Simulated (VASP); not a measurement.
Runs of VASP 6.6.1 on MoS. The structure is that of space group Pm-3m (No. 221), or close to it. The cells are those of the table. 

```csv
task,level,spin,U,cell,cutoff (eV),smearing,gap on the mesh (eV),pressure (GPa),moment (μB)
single point,r2SCAN,off,-,"a = 2.971 Å, 2 atoms",520,gaussian 0.1 eV,none,(a),-
single point,PBEsol,off,-,"a = 2.971 Å, 2 atoms",520,gaussian 0.1 eV,none,0.5,-
single point,PBEsol+U,collinear,Mo d U = 2.0 eV,"a = 2.971 Å, 2 atoms",520,gaussian 0.05 eV,none,(b),0.00
single point,PBEsol+U,collinear,Mo d U = 4.0 eV,"a = 2.971 Å, 2 atoms",520,gaussian 0.05 eV,none,5.5,0.26
single point,PBEsol+U,collinear,Mo d U = 6.0 eV,"a = 2.971 Å, 2 atoms",520,gaussian 0.05 eV,none,22.2,1.55
relaxation of cell and atoms,PBEsol,off,-,"relaxed from a = 2.970 Å, 2 atoms",600,gaussian 0.1 eV,none,0.0,-
single point,PBEsol,collinear,-,"a = 2.971 Å, 2 atoms",520,gaussian 0.1 eV,none,0.5,0.00
single point,PBEsol+U,off,Mo d U = 4.0 eV,"a = 2.971 Å, 2 atoms",520,gaussian 0.05 eV,none,5.0,-
```

Alike in all rows: potentials or basis VASP PAW PBE potentials, release 64 (Mo_sv, S); k mesh 14 × 14 × 14.

Estimate the missing entries.

(a) 7.4; (b) 2.4.

Caveats: the PAW data sets were made with another functional, which shifts forces and pressure a little; the cell stands under pressure (at least some runs); U without spin polarisation on a metal has little footing (at least some runs).

A k mesh can miss the band edges, and the runs leave out spin-orbit coupling on Mo.

A gap of «none» marks levels without a gap at the run's occupations.
